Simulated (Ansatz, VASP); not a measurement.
## BAs in VASP and in Ansatz

The input INCAR:

```
PREC = Accurate
ENCUT = 520
EDIFF = 1E-7
ISMEAR = 0
SIGMA = 0.013000000000000001
LREAL = False
LASPH = True
NELM = 100
ALGO = Normal
ISIF = 2
LWAVE = False
LCHARG = True
GGA = PE
LELF = True
LVHAR = True
NBANDS = 11
```

KPOINTS

```
regular mesh
0
Gamma
  10 10 10
```

POSCAR

```
BAs
1.0
    0.0000000000      2.3885000000      2.3885000000
    2.3885000000      0.0000000000      2.3885000000
    2.3885000000      2.3885000000      0.0000000000
As B
1 1
Direct
    0.7500000000      0.7500000000      0.7500000000
    0.0000000000      0.0000000000      0.0000000000
```

The input input.yaml:

```yaml
crystal:
  lattice:
    - [0.0, 2.3885, 2.3885]
    - [2.3885, 0.0, 2.3885]
    - [2.3885, 2.3885, 0.0]
  atoms:
    - { symbol: As, position: [0.75, 0.75, 0.75] }
    - { symbol: B, position: [0.0, 0.0, 0.0] }
kpoints:
  mp_grid: { grid: [10, 10, 10] }
scf:
  occupations: { method: gaussian, width: 0.013 }
hamiltonian:
  xc: pbe
  pseudopotentials: { kind: all_electron, lapw: { basis_error: 0.001 } }
output:
  forces: true
  stress: true
  eigenvalues: true
```

Alike in both runs: task single point; functional PBE; k mesh 10 × 10 × 10; occupations gaussian, width 0.013 eV; no spin polarisation.

|  | VASP | Ansatz |
| --- | --- | --- |
| version | VASP 6.6.1 | Ansatz 0.2.0 |
| potentials or method | VASP PAW PBE potentials, release 64 (As, B), cutoff 520 eV | all-electron LAPW, scalar-relativistic |

Ansatz gave:

| Quantity | Value |
| --- | --- |
| gap on the k mesh at the Fermi level (eV) | 1.19 |
| least direct gap on the mesh (eV) | 3.28 |
| pressure (GPa) | 2.7 |

Task: Estimate VASP's values.

Result: gap on the k mesh at the Fermi level (eV): 1.18; least direct gap on the mesh (eV): 3.28; pressure (GPa): 3.4.

Ansatz ran all-electron here, and VASP with PAW potentials.
